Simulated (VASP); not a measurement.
# Sb (P6/mmm) in VASP: a series of runs, part 2 of 3

VASP 6.6.1. The steps go on from the part before.

## 3. Relaxation of cell and atoms, PBE

This run uses another cell than the first one, of 27.74 Å³/atom, 1.008 times its volume.

Contents of INCAR:

```
SYSTEM = Sb
ALGO = Normal
EDIFF = 1E-6
EDIFFG = -0.01
ENCUT = 600
GGA = PE
IBRION = 2
ISIF = 3
ISMEAR = 0
LASPH = .True.
LCHARG = .False.
LREAL = .False.
LWAVE = .False.
NELM = 100
NSW = 100
PREC = Accurate
SIGMA = 0.1
```

Contents of KPOINTS:

```
k-points
0
Gamma
  12 12 14
  0 0 0
```

Contents of POSCAR:

```
Sb
1.0
    5.5175676874      0.0000000000      0.0000000000
   -2.7587838437      4.7783537844      0.0000000000
    0.0000000000      0.0000000000      3.1565985159
Sb
3
Direct
    0.0000000000      0.0000000000      0.0000000000
    0.3333333333      0.6666666667      0.5000000000
    0.6666666667      0.3333333333      0.5000000000
```

Potentials or basis: VASP PAW PBE potentials, release 64 (Sb).

Started as:

```console
$ cat potpaw_PBE.64/Sb/POTCAR > POTCAR
$ mpirun -np 1 vasp_std > vasp.out
```

OUTCAR:

```text
SYSTEM = Sb
   EDIFF = 1E-6
   EDIFFG = -0.01
   ENCUT = 600
   GGA = PE
   IBRION = 2
   ISIF = 3
   ISMEAR = 0
   LASPH = .True.
   LREAL = .False.
   NELM = 100
   NSW = 100
   PREC = Accurate

 ion  position               nearest neighbor table
   1  0.000  0.000  0.000-   2 3.56   3 3.56   2 3.56   3 3.56   3 3.56   3 3.56   2 3.56   2 3.56
                             3 3.56   3 3.56   2 3.56   2 3.56
   2  0.333  0.667  0.500-   3 3.19   3 3.19   3 3.19   1 3.56   1 3.56   1 3.56   1 3.56   1 3.56
                             1 3.56
   3  0.667  0.333  0.500-   2 3.19   2 3.19   2 3.19   1 3.56   1 3.56   1 3.56   1 3.56   1 3.56
                             1 3.56

  LATTYP: Found a hexagonal cell.
 ALAT       =     5.5175676874
 C/A-ratio  =     0.5720996451

  Lattice vectors:

 A1 = (   5.5175676874,   0.0000000000,   0.0000000000)
 A2 = (  -2.7587838437,   4.7783537844,   0.0000000000)
 A3 = (   0.0000000000,   0.0000000000,   3.1565985159)

Analysis of symmetry for initial positions (statically):
=====================================================================
 Subroutine PRICEL returns:
 Original cell was already a primitive cell.

 Routine SETGRP: Setting up the symmetry group for a
 hexagonal supercell.

 Subroutine GETGRP returns: Found 24 space group operations
 (whereof 24 operations were pure point group operations)
 out of a pool of 24 trial point group operations.

The static configuration has the point symmetry D_6h.

Analysis of symmetry for dynamics (positions and initial velocities):
=====================================================================
 Subroutine PRICEL returns:
 Original cell was already a primitive cell.

 Routine SETGRP: Setting up the symmetry group for a
 hexagonal supercell.

 Subroutine GETGRP returns: Found 24 space group operations
 (whereof 24 operations were pure point group operations)
 out of a pool of 24 trial point group operations.
[... 144 lines left out ...]

 number of electron      15.0000000 magnetization

 Free energy of the ion-electron system (eV)
  ---------------------------------------------------
  ext. energy  EPLUGINS =         0.00000000
  ---------------------------------------------------
  free energy    TOTEN  =       -11.66277158 eV

  energy without entropy =      -11.65120587  energy(sigma->0) =      -11.65698872

------------------------ aborting loop because EDIFF is reached ----------------------------------------

  FORCE on cell =-STRESS in cart. coord.  units (eV):
  Direction    XX          YY          ZZ          XY          YZ          ZX
  --------------------------------------------------------------------------------------
  -------------------------------------------------------------------------------------
  Total       -0.5906648     -0.5906648      0.4386297     -0.0000000     -0.0000000      0.0000000
  in kB      -11.3712008    -11.3712008      8.4442935     -0.0000000     -0.0000000      0.0000000
  external PRESSURE =      -4.7660360 kB  Pullay stress =       0.0000000 kB
[... 135 lines left out ...]
--------------------------------------- Ionic step        5  -------------------------------------------

 number of electron      14.9999999 magnetization

 Free energy of the ion-electron system (eV)
  ---------------------------------------------------
  ext. energy  EPLUGINS =         0.00000000
  ---------------------------------------------------
  free energy    TOTEN  =       -11.67940981 eV

  energy without entropy =      -11.66993347  energy(sigma->0) =      -11.67467164

 E-fermi :   8.1989     XC(G=0): -10.1349

 val. band max:        8.1901620715   @ k =   0.3333   0.0833   0.0000
 cond. band min:       8.2006812360   @ k =   0.3333  -0.0000   0.5000
 fundamental gap:      0.0105191644
 Fermi energy:         8.1989333885

 k-point     1 :       0.0000    0.0000    0.0000
  band No.  band energies     occupation
      1      -4.5370      2.00000
      2      -0.0533      2.00000
      3       0.1527      2.00000
      4       4.3029      2.00000
      5       4.3029      2.00000
      6       4.5734      2.00000
      7       4.5734      2.00000
      8       9.8756      0.00000
      9      13.4267      0.00000
     10      13.4267      0.00000
     11      13.7833      0.00000
[... 309 lines left out ...]
 k-point    24 :       0.3333   -0.0000    0.0714
  band No.  band energies     occupation
      1      -3.7257      2.00000
      2      -1.6373      2.00000
      3      -0.5289      2.00000
      4       2.9225      2.00000
      5       5.4149      2.00000
      6       7.5019      2.00000
      7       8.6156      0.00000
      8       9.5985      0.00000
      9       9.9344      0.00000
     10      11.3363      0.00000
     11      11.8441      0.00000

 [... further k-points ...]

------------------------ aborting loop because EDIFF is reached ----------------------------------------

  FORCE on cell =-STRESS in cart. coord.  units (eV):
  Direction    XX          YY          ZZ          XY          YZ          ZX
  --------------------------------------------------------------------------------------
  -------------------------------------------------------------------------------------
  Total       -0.0055474     -0.0055474      0.0002395      0.0000000     -0.0000000      0.0000000
  in kB       -0.1078825     -0.1078825      0.0046578      0.0000000     -0.0000000      0.0000000
  external PRESSURE =      -0.0703691 kB  Pullay stress =       0.0000000 kB
[... 18 lines left out ...]
  FREE ENERGIE OF THE ION-ELECTRON SYSTEM (eV)
  ---------------------------------------------------
  free  energy   TOTEN  =       -11.6794098092 eV

  energy  without entropy=      -11.6699334685  energy(sigma->0) =      -11.67467164

 reached required accuracy - stopping structural energy minimisation
```

OSZICAR:

```text
N       E                     dE             d eps       ncg     rms          rms(c)
DAV:   1     0.704563062527E+02    0.70456E+02   -0.53119E+03  3344   0.115E+03
DAV:   2    -0.691805497096E+01   -0.77374E+02   -0.74296E+02  4186   0.173E+02
[... 31 lines left out ...]
   4 F= -.11679338E+02 E0= -.11674640E+02  d E =-.299739E-02
       N       E                     dE             d eps       ncg     rms          rms(c)
DAV:   1    -0.116794965257E+02   -0.15904E-03   -0.53315E-03  3453   0.436E-01    0.450E-02
DAV:   2    -0.116794420092E+02    0.54516E-04   -0.17164E-04  3677   0.938E-02    0.260E-02
DAV:   3    -0.116794097144E+02    0.32295E-04   -0.67124E-05  3633   0.490E-02    0.490E-03
DAV:   4    -0.116794098092E+02   -0.94771E-07   -0.24913E-06  3020   0.114E-02
   5 F= -.11679410E+02 E0= -.11674672E+02  d E =-.306952E-02
```

It took 5.7 min on 1 thread of Intel Xeon Platinum 8375C at 2.90GHz (Ice Lake), shared host; peak memory 0.35 GiB.

What came out:

```
Free energy                            : -11.6794 eV
Relaxed volume                         : 27.46 Å³/atom
Relaxed cell                           : a = 5.427 Å, b = 5.427 Å, c = 3.229 Å, α = 90.00°, β = 90.00°, γ = 120.00°
Space group after relaxing (to 0.05 Å) : P6/mmm (No. 191)
Energy gained by relaxing              : 5.5 meV/atom
Ionic steps                            : 5
Pressure after relaxing                : 0.0 GPa
```

The path:
```
step  energy change (eV)  largest force (eV/Å)  pressure (GPa)  volume (Å³)
   1              0.0000                0.0000           -0.48        83.22
   2             -0.0110                0.0000            0.13        82.23
   3             -0.0136                0.0000            0.59        81.58
   4             -0.0166                0.0000           -0.09        82.51
   5             -0.0166                0.0000           -0.01        82.38
```

Final structure:
```xyz
3
Lattice="5.4274 0.0000 0.0000 -2.7137 4.7003 0.0000 0.0000 0.0000 3.2294" Properties=species:S:1:pos:R:3 pbc="T T T"
Sb    0.0000    0.0000    0.0000
Sb    0.0000    3.1335    1.6147
Sb    2.7137    1.5668    1.6147
```

Caveat: spin-orbit coupling is left out, which moves the levels of the heavy elements.

(Continued in part 3 of 3.)
